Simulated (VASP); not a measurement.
# Zn (Pm-3m) in VASP: notebook, part 2 of 2

VASP 6.6.1. The steps go on from the part before.

## Step 4: Single point, PBE

This run uses another cell than the first one, of 18.58 Å³/atom, 1.041 times its volume.

Input file INCAR:

```
PREC = Accurate
ENCUT = 520
EDIFF = 1E-7
ISMEAR = -1
SIGMA = 0.06122561905347299
LREAL = F
LASPH = T
NELM = 100
ALGO = Normal
ISIF = 2
LWAVE = F
LCHARG = F
GGA = PE
NBANDS = 12
```

Input file KPOINTS:

```
regular mesh
0
Gamma
  14 14 14
```

Input file POSCAR:

```
Zn
1.0
    2.6486543067      0.0000000000      0.0000000000
    0.0000000000      2.6486543067      0.0000000000
    0.0000000000      0.0000000000      2.6486543067
Zn
1
Direct
    0.0000000000      0.0000000000      0.0000000000
```

Potentials or basis: VASP PAW PBE potentials, release 64 (Zn).

Launch:

```
$ cat potpaw_PBE.64/Zn/POTCAR > POTCAR
$ mpirun -np 1 vasp_std > vasp.out
```

OUTCAR:

```text
PREC = Accurate
   ENCUT = 520
   EDIFF = 1E-7
   ISMEAR = -1
   LREAL = F
   LASPH = T
   NELM = 100
   ISIF = 2
   GGA = PE

 ion  position               nearest neighbor table
   1  0.000  0.000  0.000-

  LATTYP: Found a simple cubic cell.
 ALAT       =     2.6486543067

  Lattice vectors:

 A1 = (   2.6486543067,   0.0000000000,   0.0000000000)
 A2 = (   0.0000000000,   2.6486543067,   0.0000000000)
 A3 = (   0.0000000000,   0.0000000000,   2.6486543067)

Analysis of symmetry for initial positions (statically):
=====================================================================
 Subroutine PRICEL returns:
 Original cell was already a primitive cell.

 Routine SETGRP: Setting up the symmetry group for a
 simple cubic supercell.

 Subroutine GETGRP returns: Found 48 space group operations
 (whereof 48 operations were pure point group operations)
 out of a pool of 48 trial point group operations.

The static configuration has the point symmetry O_h .

Analysis of symmetry for dynamics (positions and initial velocities):
=====================================================================
 Subroutine PRICEL returns:
 Original cell was already a primitive cell.

 Routine SETGRP: Setting up the symmetry group for a
 simple cubic supercell.

 Subroutine GETGRP returns: Found 48 space group operations
 (whereof 48 operations were pure point group operations)
 out of a pool of 48 trial point group operations.

The dynamic configuration has the point symmetry O_h .

 Subroutine INISYM returns: Found 48 space group operations
 (whereof 48 operations are pure point group operations),
 and found     1 'primitive' translations

----------------------------------------------------------------------------------------

                                     Primitive cell

  volume of cell :      18.5813

  direct lattice vectors                    reciprocal lattice vectors
     2.648654307  0.000000000  0.000000000     0.377550214  0.000000000  0.000000000
     0.000000000  2.648654307  0.000000000     0.000000000  0.377550214  0.000000000
     0.000000000  0.000000000  2.648654307     0.000000000  0.000000000  0.377550214

  length of vectors
     2.648654307  2.648654307  2.648654307     0.377550214  0.377550214  0.377550214

  position of ions in fractional coordinates (direct lattice)
     0.000000000  0.000000000  0.000000000

  ion indices of the primitive-cell ions
   primitive index   ion index
                 1           1

----------------------------------------------------------------------------------------

 KPOINTS: regular mesh

Automatic generation of k-mesh.
 Grid dimensions read from file:
 generate k-points for:   14   14   14

 Generating k-lattice:

  Cartesian coordinates                     Fractional coordinates (reciprocal lattice)
     0.026967872  0.000000000  0.000000000     0.071428571  0.000000000  0.000000000
     0.000000000  0.026967872  0.000000000     0.000000000  0.071428571  0.000000000
     0.000000000  0.000000000  0.026967872     0.000000000  0.000000000  0.071428571

  Length of vectors
     0.026967872  0.026967872  0.026967872

  Shift w.r.t. Gamma in fractional coordinates (k-lattice)
     0.000000000  0.000000000  0.000000000

 Subroutine IBZKPT returns following result:
 ===========================================

 Found    120 irreducible k-points:

 Following reciprocal coordinates:
            Coordinates               Weight
  0.000000  0.000000  0.000000      1.000000
  0.071429  0.000000  0.000000      6.000000
  0.142857  0.000000  0.000000      6.000000
  0.214286  0.000000  0.000000      6.000000
  0.285714  0.000000  0.000000      6.000000
  0.357143  0.000000  0.000000      6.000000
[... 16 lines left out ...]
  0.285714  0.214286  0.000000     24.000000
  0.357143  0.214286  0.000000     24.000000
 [... further k-points ...]
   k-points           NKPTS =    120   k-points in BZ     NKDIM =    120   number of bands    NBANDS=     12
   number of dos      NEDOS =    301   number of ions     NIONS =      1
   total plane-waves  NPLWV =   8000
   dimension x,y,z NGX =    20 NGY =   20 NGZ =   20
   dimension x,y,z NGXF=    40 NGYF=   40 NGZF=   40
   ions per type =               1
   NGX,Y,Z   is equivalent  to a cutoff of  12.55, 12.55, 12.55 a.u.
   NGXF,Y,Z  is equivalent  to a cutoff of  25.11, 25.11, 25.11 a.u.
 SYSTEM =  unknown system
   PREC   = accura    normal or accurate (medium, high low for compatibility)
   ISTART =      0    job   : 0-new  1-cont  2-samecut
   ICHARG =      2    charge: 1-file 2-atom 10-const
   ISPIN  =      1    spin polarized calculation?
   LNONCOLLINEAR =      F non collinear calculations
   LSORBIT =      F    spin-orbit coupling
   LASPH  =      T    aspherical Exc in radial PAW
   ENCUT  =  520.0 eV  38.22 Ry    6.18 a.u.   4.92  4.92  4.92*2*pi/ulx,y,z
   NELM   =    100;   NELMIN=  2; NELMDL= -5     # of ELM steps
   EDIFF  = 0.1E-06   stopping-criterion for ELM
   LREAL  =      F    real-space projection
   EDIFFG = 0.1E-05   stopping-criterion for IOM
   NSW    =      0    number of steps for IOM
   IBRION =     -1    ionic relax: 0-MD 1-quasi-New 2-CG
   NFREE  =      0    steps in history (QN), initial steepest desc. (CG)
   ISIF   =      2    stress and relaxation
   ISYM   =      2    0-nonsym 1-usesym 2-fastsym
   POTIM  = 0.5000    time-step for ionic-motion
   TEBEG  =    0.0;   TEEND  =   0.0 temperature during run
   PSTRESS=    0.0 pullay stress
   NELECT =      12.0000    total number of electrons
   NUPDOWN=      -1.0000    fix difference up-down
   EMIN   =  10.00;   EMAX   =-10.00  energy-range for DOS
   EFERMI =   0.00;   METHOD = LEGACY
   ISMEAR =    -1;   SIGMA  =   0.06  broadening in eV -4-tet -1-fermi 0-gaus
   EFERMI_NEDOS =   21; number of points for ismear=-14 and -15
   IALGO  =     38    algorithm
   IMIX   =      4    mixing-type and parameters
     AMIX     =   0.40;   BMIX     =  1.00
     AMIX_MAG =   1.60;   BMIX_MAG =  1.00
  volume/ion in A,a.u.               =      18.58       125.39
  Fermi-wavevector in a.u.,A,eV,Ry     =   1.415066  2.674087 27.244458  2.002411
  Thomas-Fermi vector in A             =   2.536543
   LORBIT       =      0    0 simple, 1 ext, 2 COOP (PROOUT), +10 PAW based schemes
   GGA     = PE    functional components
   LHFCALC =     F    Hartree Fock is set to
   AEXX    =    0.0000 exact exchange contribution
   IVDW    =     0    specifies the selected vdW correction
   LEPSILON=     F    determine dielectric tensor
   LRPA    =     F    only Hartree local field effects (RPA)
 non-spin polarized calculation
  energy-cutoff  :      520.00
  volume of cell :       18.58
 maximum number of plane-waves:       516
 NGX is ok and might be reduce to    20
   NGX =  9   NGY =  9   NGZ =  9

 number of electron      12.0000032 magnetization

 Free energy of the ion-electron system (eV)
  ---------------------------------------------------
  ext. energy  EPLUGINS =         0.00000000
  ---------------------------------------------------
  free energy    TOTEN  =        -0.88368476 eV

  energy without entropy =       -0.87866688  energy(sigma->0) =       -0.88117582

 E-fermi :   1.5954     XC(G=0): -10.4677

 val. band max:        1.5718910502   @ k =   0.4286   0.2143   0.0000
 cond. band min:       1.5966234768   @ k =   0.5000   0.2857   0.2857
 fundamental gap:      0.0247324265
 Fermi energy:         1.5954127096

 k-point     1 :       0.0000    0.0000    0.0000
  band No.  band energies     occupation
      1      -7.1661      2.00000
      2      -6.1701      2.00000
      3      -6.1701      2.00000
      4      -5.0679      2.00000
      5      -5.0679      2.00000
      6      -5.0679      2.00000
      7      13.6952      0.00000
      8      13.6952      0.00000
      9      13.6952      0.00000
     10      16.5938      0.00000
     11      16.5938      0.00000
     12      19.1752      0.00000

 k-point     2 :       0.0714    0.0000    0.0000
  band No.  band energies     occupation
      1      -7.0557      2.00000
      2      -6.1643      2.00000
      3      -6.1394      2.00000
      4      -5.0843      2.00000
      5      -5.0843      2.00000
      6      -5.0665      2.00000
      7      12.0198      0.00000
      8      13.8234      0.00000
      9      13.8234      0.00000
     10      16.6775      0.00000
     11      17.7301      0.00000
     12      19.9650      0.00000
[... 316 lines left out ...]
 k-point    24 :       0.3571    0.2143    0.0000
  band No.  band energies     occupation
      1      -6.0026      2.00000
      2      -5.6837      2.00000
      3      -5.5497      2.00000
      4      -5.3101      2.00000
      5      -5.1628      2.00000
      6      -3.0444      2.00000
      7       3.4823      0.00000
      8       9.8841      0.00000
      9      16.2237      0.00000
     10      17.7376      0.00000
     11      20.3516      0.00000
     12      25.3554      0.00000

 [... further k-points ...]
[... 5 lines left out ...]
  --------------------------------------------------------------------------------------
  -------------------------------------------------------------------------------------
  Total       -0.0902583     -0.0902583     -0.0902583      0.0000000      0.0000000     -0.0000000
  in kB       -7.7825479     -7.7825479     -7.7825479      0.0000000      0.0000000     -0.0000000
  external PRESSURE =      -7.7825479 kB  Pullay stress =       0.0000000 kB

 VOLUME and BASIS-vectors are now :
 -----------------------------------------------------------------------------
  energy-cutoff  :      520.00
  volume of cell :       18.58
      direct lattice vectors                 reciprocal lattice vectors
     2.648654307  0.000000000  0.000000000     0.377550214  0.000000000  0.000000000
     0.000000000  2.648654307  0.000000000     0.000000000  0.377550214  0.000000000
     0.000000000  0.000000000  2.648654307     0.000000000  0.000000000  0.377550214

 POSITION                                       TOTAL-FORCE (eV/Angst)
 -----------------------------------------------------------------------------------
      0.00000      0.00000      0.00000         0.000000      0.000000      0.000000
 -----------------------------------------------------------------------------------
    total drift:                                0.000000      0.000000      0.000000

  FREE ENERGIE OF THE ION-ELECTRON SYSTEM (eV)
  ---------------------------------------------------
  free  energy   TOTEN  =        -0.8836847571 eV

  energy  without entropy=       -0.8786668813  energy(sigma->0) =       -0.88117582
```

It took 22 s on 1 thread of Intel Xeon 8259CL, shared host; peak memory 0.14 GiB.

What came out:

```
Free energy            : -0.8837 eV
Pressure               : -0.8 GPa
Band gap on the k mesh : zero (band 6 reaches 7.08 eV, above the bottom of band 7 at -1.01 eV)
```

## Step 5: Single point, PBE

This run uses another cell than the first one, of 18.95 Å³/atom, 1.061 times its volume.

Input file INCAR:

```
ALGO = Normal ; EDIFF = 1E-6
ENCUT = 520 ; GGA = PE
ISIF = 2 ; ISMEAR = -1
LASPH = T ; LCHARG = F
LREAL = F ; LWAVE = F
NBANDS = 12 ; NELM = 100
PREC = Accurate ; SIGMA = 0.06122561905347299
```

Input file KPOINTS:

```
k-points
0
Gamma
  14 14 14
```

Input file POSCAR:

```
Zn
1.0
    2.6658538425      0.0000000000      0.0000000000
    0.0000000000      2.6658538425      0.0000000000
    0.0000000000      0.0000000000      2.6658538425
Zn
1
Direct
    0.0000000000      0.0000000000      0.0000000000
```

Launch:

```
$ cat potpaw_PBE.64/Zn/POTCAR > POTCAR
$ mpirun -np 1 vasp_std > vasp.out
```

It took 20 s on 1 thread of Intel Xeon 8259CL, shared host; peak memory 0.14 GiB.

Results (log left out):

```
Free energy            : -0.8810 eV
Pressure               : -1.6 GPa
Band gap on the k mesh : zero (band 6 reaches 6.90 eV, above the bottom of band 7 at -1.05 eV)
```

Levels at points of the mesh, in eV from the Fermi level:
| k point | band 2 | band 3 | band 4 | band 5 | band 6 | band 7 | band 8 | band 9 | band 10 | band 11 |
| --- | --- | --- | --- | --- | --- | --- | --- | --- | --- | --- |
| (0.00, 0.00, 0.00) | -7.71 | -7.71 | -6.65 | -6.65 | -6.65 | 11.95 | 11.95 | 11.95 | 14.83 | 14.83 |
| (0.50, 0.00, 0.00) | -7.50 | -6.95 | -6.95 | -6.62 | -2.86 | -2.53 | 16.20 | 16.20 | 18.84 | 19.09 |
| (0.50, 0.50, 0.00) | -7.42 | -6.90 | -6.90 | -6.39 | 1.48 | 1.48 | 2.30 | 6.14 | 20.79 | 23.07 |
| (0.50, 0.50, 0.50) | -7.46 | -7.46 | -6.38 | -6.38 | 5.42 | 5.42 | 5.42 | 8.91 | 10.49 | 10.49 |

## Step 6: Single point, PBE

This run uses another cell than the first one, of 19.31 Å³/atom, 1.082 times its volume.

Input file INCAR:

```
ALGO = Normal
EDIFF = 1E-6
ENCUT = 520
GGA = PE
ISIF = 2
ISMEAR = -1
LASPH = True
LCHARG = True
LELF = True
LREAL = False
LVHAR = True
LWAVE = False
NBANDS = 12
NELM = 60
PREC = Accurate
SIGMA = 0.06122561905347299
```

KPOINTS is that of step 5.

Input file POSCAR:

```
Zn
1.0
    2.6828342611      0.0000000000      0.0000000000
    0.0000000000      2.6828342611      0.0000000000
    0.0000000000      0.0000000000      2.6828342611
Zn
1
Direct
    0.0000000000      0.0000000000      0.0000000000
```

Potentials or basis: VASP PAW PBE potentials, release 64 (Zn).

Launch:

```
$ cat potpaw_PBE.64/Zn/POTCAR > POTCAR
$ mpirun -np 1 vasp_std > vasp.out
```

OUTCAR:

```text
EDIFF = 1E-6
   ENCUT = 520
   GGA = PE
   ISIF = 2
   ISMEAR = -1
   LASPH = True
   LREAL = False
   NELM = 60
   PREC = Accurate

 ion  position               nearest neighbor table
   1  0.000  0.000  0.000-

  LATTYP: Found a simple cubic cell.
 ALAT       =     2.6828342611

  Lattice vectors:

 A1 = (   2.6828342611,   0.0000000000,   0.0000000000)
 A2 = (   0.0000000000,   2.6828342611,   0.0000000000)
 A3 = (   0.0000000000,   0.0000000000,   2.6828342611)

Analysis of symmetry for initial positions (statically):
[... 537 lines left out ...]

 [... further k-points ...]

------------------------ aborting loop because EDIFF is reached ----------------------------------------

  FORCE on cell =-STRESS in cart. coord.  units (eV):
  Direction    XX          YY          ZZ          XY          YZ          ZX
  --------------------------------------------------------------------------------------
  -------------------------------------------------------------------------------------
  Total       -0.2817439     -0.2817439     -0.2817439      0.0000000     -0.0000000     -0.0000000
  in kB      -23.3767223    -23.3767223    -23.3767223      0.0000000     -0.0000000     -0.0000000
  external PRESSURE =     -23.3767223 kB  Pullay stress =       0.0000000 kB

 VOLUME and BASIS-vectors are now :
 -----------------------------------------------------------------------------
  energy-cutoff  :      520.00
  volume of cell :       19.31
      direct lattice vectors                 reciprocal lattice vectors
     2.682834261  0.000000000  0.000000000     0.372740133  0.000000000  0.000000000
     0.000000000  2.682834261  0.000000000     0.000000000  0.372740133  0.000000000
     0.000000000  0.000000000  2.682834261     0.000000000  0.000000000  0.372740133

 POSITION                                       TOTAL-FORCE (eV/Angst)
 -----------------------------------------------------------------------------------
      0.00000      0.00000      0.00000         0.000000      0.000000      0.000000
 -----------------------------------------------------------------------------------
    total drift:                                0.000000      0.000000      0.000000

  FREE ENERGIE OF THE ION-ELECTRON SYSTEM (eV)
  ---------------------------------------------------
  free  energy   TOTEN  =        -0.8765166526 eV

  energy  without entropy=       -0.8713701684  energy(sigma->0) =       -0.87394341
```

OSZICAR:

```text
N       E                     dE             d eps       ncg     rms          rms(c)
DAV:   1     0.424640278577E+02    0.42464E+02   -0.66367E+03  2948   0.149E+03
DAV:   2     0.472152978880E+00   -0.41992E+02   -0.39733E+02  2980   0.208E+02
DAV:   3    -0.938379799522E+00   -0.14105E+01   -0.14086E+01  3348   0.376E+01
DAV:   4    -0.942651197601E+00   -0.42714E-02   -0.42712E-02  3172   0.213E+00
DAV:   5    -0.942655857405E+00   -0.46598E-05   -0.46598E-05  3324   0.662E-02    0.175E+00
DAV:   6    -0.881339601269E+00    0.61316E-01   -0.31278E-01  3364   0.107E+01    0.138E+00
DAV:   7    -0.878058207869E+00    0.32814E-02   -0.67068E-03  3104   0.144E+00    0.691E-01
DAV:   8    -0.876503914768E+00    0.15543E-02   -0.12417E-03  3288   0.391E-01    0.285E-02
DAV:   9    -0.876514559184E+00   -0.10644E-04   -0.59065E-05  3484   0.808E-02    0.171E-02
DAV:  10    -0.876516774778E+00   -0.22156E-05   -0.27205E-06  3088   0.197E-02    0.138E-03
DAV:  11    -0.876516652622E+00    0.12216E-06   -0.12055E-07  1684   0.624E-03
   1 F= -.87651665E+00 E0= -.87394341E+00  d E =-.514648E-02
```

Wall time 21 s (1 thread of Intel Xeon 8259CL, shared host); peak memory 0.14 GiB.

Results:

| Quantity | Value |
| --- | --- |
| Free energy | -0.8765 eV |
| Pressure | -2.3 GPa |
| Band gap on the k mesh | zero (band 6 reaches 6.73 eV, above the bottom of band 7 at -1.07 eV) |

Levels at points of the mesh, in eV from the Fermi level:
```tsv
k point	band 4	band 5	band 6	band 7	band 8	band 9
(0.00, 0.00, 0.00)	-6.63	-6.63	-6.63	11.80	11.80	11.80
(0.50, 0.00, 0.00)	-6.93	-6.61	-2.87	-2.46	15.95	15.95
(0.50, 0.50, 0.00)	-6.88	-6.39	1.48	1.48	2.20	6.10
(0.50, 0.50, 0.50)	-6.37	-6.37	5.35	5.35	5.35	8.63
```

## Step 7: Overview

| cell | gap on the mesh (eV) | pressure (GPa) |
| --- | --- | --- |
| a = 2.614 Å, 1 atom | none | 1.2 |
| a = 2.631 Å, 1 atom | none | 0.1 |
| a = 2.649 Å, 1 atom | none | -0.8 |
| a = 2.666 Å, 1 atom | none | -1.6 |
| a = 2.683 Å, 1 atom | none | -2.3 |

Alike in all rows: task single point; level PBE; potentials or basis VASP PAW PBE potentials, release 64 (Zn); no spin polarisation; k mesh 14 × 14 × 14; cutoff (eV) 520; smearing fermi-dirac 0.0612256 eV.

Absolute energies hang on the potentials; compare differences alone.
